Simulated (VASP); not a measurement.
# Sn in VASP: single point with PBEsol

Aim: the single point of Sn with PBEsol.

All numbers are computed with VASP 6.6.1; they aren't measurements. Logs are shortened: lines on timing, memory, paths and dates and some standing lists are left out, and cuts for length are marked.

## (1) The cell of the first run

The cell holds a slab with vacuum, 6 atoms: a = 4.626 Å, b = 4.626 Å, c = 25.498 Å, α = 90.00°, β = 90.00°, γ = 120.00°.

## (2) Single point, PBEsol

Input file INCAR:

```
SYSTEM = Sn
PREC = Accurate ; ENCUT = 520
EDIFF = 1E-7 ; ISMEAR = 0
SIGMA = 0.1 ; LREAL = .False.
LASPH = .True. ; NELM = 80
ALGO = Normal ; ISIF = 2
LWAVE = .False. ; LCHARG = .False.
LDIPOL = .True. ; IDIPOL = 3
DIPOL = 0.5 0.5 0.501 ; GGA = PS
NBANDS = 51
```

Input file KPOINTS:

```
regular mesh
0
Gamma
  9 9 1
  0 0 0
```

Input file POSCAR:

```
Sn
1.0
    4.6255804186      0.0000000000      0.0000000000
   -2.3127902093      4.0058701497      0.0000000000
    0.0000000000      0.0000000000     25.4977338423
Sn
6
Direct
    0.3333333333      0.6666666667      0.3333629589
    0.0000000000      0.0000000000      0.3703934125
    0.0000000000      0.0000000000      0.4814847732
    0.6666666667      0.3333333333      0.5187572655
    0.6666666667      0.3333333333      0.6320071737
    0.3333333333      0.6666666667      0.6684344289
```

Potentials or basis: VASP PAW PBE potentials, release 64 (Sn_d).

Launch:

```sh
$ cat potpaw_PBE.64/Sn_d/POTCAR > POTCAR
$ mpirun -np 1 vasp_std > vasp.out
```

OUTCAR:

```text
SYSTEM = Sn
   PREC = Accurate
   ENCUT = 520
   EDIFF = 1E-7
   ISMEAR = 0
   LREAL = .False.
   LASPH = .True.
   NELM = 80
   ISIF = 2
   GGA = PS

 ion  position               nearest neighbor table
   1  0.333  0.667  0.333-   2 2.83   2 2.83   2 2.83
   2  0.000  0.000  0.370-   3 2.83   1 2.83   1 2.83   1 2.83
   3  0.000  0.000  0.481-   2 2.83   4 2.83   4 2.83   4 2.83
   4  0.667  0.333  0.519-   3 2.83   3 2.83   3 2.83   5 2.89
   5  0.667  0.333  0.632-   6 2.83   6 2.83   6 2.83   4 2.89
   6  0.333  0.667  0.668-   5 2.83   5 2.83   5 2.83

  LATTYP: Found a hexagonal cell.
 ALAT       =     4.6255804186
 C/A-ratio  =     5.5123317584

  Lattice vectors:

 A1 = (   4.6255804186,   0.0000000000,   0.0000000000)
 A2 = (  -2.3127902093,   4.0058701497,   0.0000000000)
 A3 = (   0.0000000000,   0.0000000000,  25.4977338423)

Analysis of symmetry for initial positions (statically):
=====================================================================
 Subroutine PRICEL returns:
 Original cell was already a primitive cell.

 Routine SETGRP: Setting up the symmetry group for a
 hexagonal supercell.

 Subroutine GETGRP returns: Found  6 space group operations
 (whereof  6 operations were pure point group operations)
 out of a pool of 24 trial point group operations.

The static configuration has the point symmetry C_3v.

Analysis of symmetry for dynamics (positions and initial velocities):
=====================================================================
 Subroutine PRICEL returns:
 Original cell was already a primitive cell.

 Routine SETGRP: Setting up the symmetry group for a
 hexagonal supercell.

 Subroutine GETGRP returns: Found  6 space group operations
 (whereof  6 operations were pure point group operations)
 out of a pool of 24 trial point group operations.

The dynamic configuration has the point symmetry C_3v.

 Subroutine INISYM returns: Found  6 space group operations
 (whereof  6 operations are pure point group operations),
 and found     1 'primitive' translations

----------------------------------------------------------------------------------------

                                     Primitive cell

  volume of cell :     472.4596

  direct lattice vectors                    reciprocal lattice vectors
     4.625580419  0.000000000  0.000000000     0.216189085  0.124816827  0.000000000
    -2.312790209  4.005870150  0.000000000     0.000000000  0.249633653  0.000000000
     0.000000000  0.000000000 25.497733842     0.000000000  0.000000000  0.039219172

  length of vectors
     4.625580419  4.625580419 25.497733842     0.249633653  0.249633653  0.039219172

  position of ions in fractional coordinates (direct lattice)
     0.333333333  0.666666667  0.333362959
     0.000000000  0.000000000  0.370393413
     0.000000000  0.000000000  0.481484773
     0.666666667  0.333333333  0.518757265
     0.666666667  0.333333333  0.632007174
     0.333333333  0.666666667  0.668434429

  ion indices of the primitive-cell ions
   primitive index   ion index
                 1           1
                 2           2
                 3           3
                 4           4
                 5           5
                 6           6

----------------------------------------------------------------------------------------

 KPOINTS: regular mesh

Automatic generation of k-mesh.
 Grid dimensions read from file:
 generate k-points for:    9    9    1

 Generating k-lattice:

  Cartesian coordinates                     Fractional coordinates (reciprocal lattice)
     0.024021009  0.013868536  0.000000000     0.111111111  0.000000000  0.000000000
     0.000000000  0.027737073  0.000000000     0.000000000  0.111111111  0.000000000
     0.000000000  0.000000000  0.039219172     0.000000000  0.000000000  1.000000000

  Length of vectors
     0.027737073  0.027737073  0.039219172

  Shift w.r.t. Gamma in fractional coordinates (k-lattice)
     0.000000000  0.000000000  0.000000000

 Subroutine IBZKPT returns following result:
 ===========================================

 Found     12 irreducible k-points:

 Following reciprocal coordinates:
            Coordinates               Weight
  0.000000  0.000000  0.000000      1.000000
  0.111111 -0.000000  0.000000      6.000000
  0.222222 -0.000000  0.000000      6.000000
  0.333333  0.000000  0.000000      6.000000
  0.444444 -0.000000  0.000000      6.000000
  0.111111  0.111111  0.000000      6.000000
  0.222222  0.111111  0.000000     12.000000
  0.333333  0.111111  0.000000     12.000000
  0.444444  0.111111  0.000000      6.000000
  0.222222  0.222222  0.000000      6.000000
  0.333333  0.222222  0.000000     12.000000
  0.333333  0.333333  0.000000      2.000000
   k-points           NKPTS =     12   k-points in BZ     NKDIM =     12   number of bands    NBANDS=     51
   number of dos      NEDOS =    301   number of ions     NIONS =      6
   total plane-waves  NPLWV = 248832
   dimension x,y,z NGX =    36 NGY =   36 NGZ =  192
   dimension x,y,z NGXF=    72 NGYF=   72 NGZF=  384
   ions per type =               6
   NGX,Y,Z   is equivalent  to a cutoff of  12.94, 12.94, 12.52 a.u.
   NGXF,Y,Z  is equivalent  to a cutoff of  25.88, 25.88, 25.04 a.u.
 SYSTEM =  Sn
   PREC   = accura    normal or accurate (medium, high low for compatibility)
   ISTART =      0    job   : 0-new  1-cont  2-samecut
   ICHARG =      2    charge: 1-file 2-atom 10-const
   ISPIN  =      1    spin polarized calculation?
   LNONCOLLINEAR =      F non collinear calculations
   LSORBIT =      F    spin-orbit coupling
   LASPH  =      T    aspherical Exc in radial PAW
   ENCUT  =  520.0 eV  38.22 Ry    6.18 a.u.   8.60  8.60 47.41*2*pi/ulx,y,z
   NELM   =     80;   NELMIN=  2; NELMDL= -5     # of ELM steps
   EDIFF  = 0.1E-06   stopping-criterion for ELM
   LREAL  =      F    real-space projection
   EDIFFG = 0.1E-05   stopping-criterion for IOM
   NSW    =      0    number of steps for IOM
   IBRION =     -1    ionic relax: 0-MD 1-quasi-New 2-CG
   NFREE  =      0    steps in history (QN), initial steepest desc. (CG)
   ISIF   =      2    stress and relaxation
   ISYM   =      2    0-nonsym 1-usesym 2-fastsym
   POTIM  = 0.5000    time-step for ionic-motion
   TEBEG  =    0.0;   TEEND  =   0.0 temperature during run
   PSTRESS=    0.0 pullay stress
   NELECT =      84.0000    total number of electrons
   NUPDOWN=      -1.0000    fix difference up-down
   EMIN   =  10.00;   EMAX   =-10.00  energy-range for DOS
   EFERMI =   0.00;   METHOD = LEGACY
   ISMEAR =     0;   SIGMA  =   0.10  broadening in eV -4-tet -1-fermi 0-gaus
   EFERMI_NEDOS =   21; number of points for ismear=-14 and -15
   IALGO  =     38    algorithm
   IMIX   =      4    mixing-type and parameters
     AMIX     =   0.40;   BMIX     =  1.00
     AMIX_MAG =   1.60;   BMIX_MAG =  1.00
  volume/ion in A,a.u.               =      78.74       531.39
  Fermi-wavevector in a.u.,A,eV,Ry     =   0.920548  1.739583 11.529690  0.847408
  Thomas-Fermi vector in A             =   2.045865
   LORBIT       =      0    0 simple, 1 ext, 2 COOP (PROOUT), +10 PAW based schemes
   GGA     = PS    functional components
   LHFCALC =     F    Hartree Fock is set to
   AEXX    =    0.0000 exact exchange contribution
   IVDW    =     0    specifies the selected vdW correction
   LEPSILON=     F    determine dielectric tensor
   LRPA    =     F    only Hartree local field effects (RPA)
 non-spin polarized calculation
 Gauss-broadening in eV      SIGMA  =   0.10
  energy-cutoff  :      520.00
  volume of cell :      472.46
 maximum number of plane-waves:     12765
 NGX is ok and might be reduce to    36
   NGX = 17   NGY = 17   NGZ = 95

 dipolmoment           0.000000      0.000000      0.007703 electrons x Angstroem

 number of electron      83.9999985 magnetization

 dipolmoment           0.000000      0.000000     -0.001496 electrons x Angstroem

 Free energy of the ion-electron system (eV)
  ---------------------------------------------------
  ext. energy  EPLUGINS =         0.00000000
  ---------------------------------------------------
  free energy    TOTEN  =       -23.73070412 eV

  energy without entropy =      -23.70765897  energy(sigma->0) =      -23.71918155

 E-fermi :  -0.2545     XC(G=0):  -4.4893

 val. band max:       -0.2672923942   @ k =   0.1111  -0.0000   0.0000
 cond. band min:      -0.2344526973   @ k =   0.3333   0.2222   0.0000
 fundamental gap:      0.0328396969
 Fermi energy:        -0.2544999618

 k-point     1 :       0.0000    0.0000    0.0000
  band No.  band energies     occupation
      1     -21.6419      2.00000
      2     -21.6419      2.00000
      3     -21.6000      2.00000
      4     -21.5670      2.00000
      5     -21.5520      2.00000
      6     -21.5520      2.00000
[... 43 lines left out ...]
     50       3.0788      0.00000
     51       3.2287      0.00000

 k-point     2 :       0.1111   -0.0000    0.0000
  band No.  band energies     occupation
      1     -21.6497      2.00000
      2     -21.6453      2.00000
      3     -21.6027      2.00000
      4     -21.5642      2.00000
      5     -21.5458      2.00000
      6     -21.5431      2.00000
[... 43 lines left out ...]
     50       3.1732      0.00000
     51       3.4020      0.00000

 k-point     3 :       0.2222   -0.0000    0.0000
  band No.  band energies     occupation
      1     -21.6600      2.00000
      2     -21.6518      2.00000
      3     -21.6136      2.00000
      4     -21.5582      2.00000
      5     -21.5347      2.00000
      6     -21.5242      2.00000
[... 43 lines left out ...]
     50       3.7171      0.00000
     51       4.0062      0.00000
[... 379 lines left out ...]
 k-point    11 :       0.3333    0.2222    0.0000
  band No.  band energies     occupation
      1     -21.6758      2.00000
      2     -21.6595      2.00000
      3     -21.6393      2.00000
      4     -21.5426      2.00000
      5     -21.5318      2.00000
      6     -21.4975      2.00000
[... 43 lines left out ...]
     50       3.9728      0.00000
     51       4.4707      0.00000

 k-point    12 :       0.3333    0.3333    0.0000
  band No.  band energies     occupation
      1     -21.6804      2.00000
      2     -21.6592      2.00000
      3     -21.6416      2.00000
      4     -21.5469      2.00000
      5     -21.5352      2.00000
      6     -21.4916      2.00000
[... 43 lines left out ...]
     50       4.6735      0.00000
     51       4.6782      0.00000

------------------------ aborting loop because EDIFF is reached ----------------------------------------

 vacuum level on the upper side and lower side of the slab       (xc-potential included)        -0.107        -0.094

  FORCE on cell =-STRESS in cart. coord.  units (eV):
  Direction    XX          YY          ZZ          XY          YZ          ZX
  --------------------------------------------------------------------------------------
  -------------------------------------------------------------------------------------
  Total       -0.5059142     -0.5059142      0.5853181      0.0000000     -0.0000000      0.0000000
  in kB       -1.7156266     -1.7156266      1.9848963      0.0000000     -0.0000000      0.0000000
  external PRESSURE =      -0.4821190 kB  Pullay stress =       0.0000000 kB

 VOLUME and BASIS-vectors are now :
 -----------------------------------------------------------------------------
  energy-cutoff  :      520.00
  volume of cell :      472.46
      direct lattice vectors                 reciprocal lattice vectors
     4.625580419  0.000000000  0.000000000     0.216189085  0.124816827  0.000000000
    -2.312790209  4.005870150  0.000000000     0.000000000  0.249633653  0.000000000
     0.000000000  0.000000000 25.497733842     0.000000000  0.000000000  0.039219172

 POSITION                                       TOTAL-FORCE (eV/Angst)
 -----------------------------------------------------------------------------------
     -0.00000      2.67058      8.50000         0.000000     -0.000000      0.006354
      0.00000      0.00000      9.44419        -0.000000      0.000000     -0.241621
      0.00000      0.00000     12.27677        -0.000000      0.000000      0.239372
      2.31279      1.33529     13.22713         0.000000     -0.000000     -0.007237
      2.31279      1.33529     16.11475        -0.000000      0.000000      0.004580
     -0.00000      2.67058     17.04356        -0.000000      0.000000     -0.001448
 -----------------------------------------------------------------------------------
    total drift:                               -0.000000     -0.000000     -0.000373

  FREE ENERGIE OF THE ION-ELECTRON SYSTEM (eV)
  ---------------------------------------------------
  free  energy   TOTEN  =       -23.7307041250 eV

  energy  without entropy=      -23.7076589716  energy(sigma->0) =      -23.71918155

 vacuum level on the upper side and lower side of the slab         4.078         4.091
```

Wall time 10 min (1 thread of AMD EPYC 7R43 (Zen 3), shared host); peak memory 0.61 GiB.

What came out:

| Item | Value |
| --- | --- |
| Free energy | -23.7307 eV |
| Largest force | 0.242 eV/Å |
| Band gap on the k mesh | zero (bands 42 and 43 overlap by 0.16 eV) |

Forces on the atoms (eV/Å):
```
Sn   0.000  0.000  0.006
Sn   0.000  0.000 -0.242
Sn   0.000  0.000  0.239
Sn   0.000  0.000 -0.007
Sn   0.000  0.000  0.005
Sn   0.000  0.000 -0.001
```

Levels at points of the mesh, in eV from the Fermi level:
| k point | band 40 | band 41 | band 42 | band 43 | band 44 | band 45 |
| --- | --- | --- | --- | --- | --- | --- |
| (0.00, 0.00, 0.00) | -0.21 | 0.18 | 0.18 | 0.24 | 0.53 | 0.93 |

Caveat: the PAW data sets were made with another functional, which shifts forces and pressure a little; spin-orbit coupling is left out, which moves the levels of the heavy elements.

The gap in the log of VASP goes by the Fermi energy; the results here count the filled bands.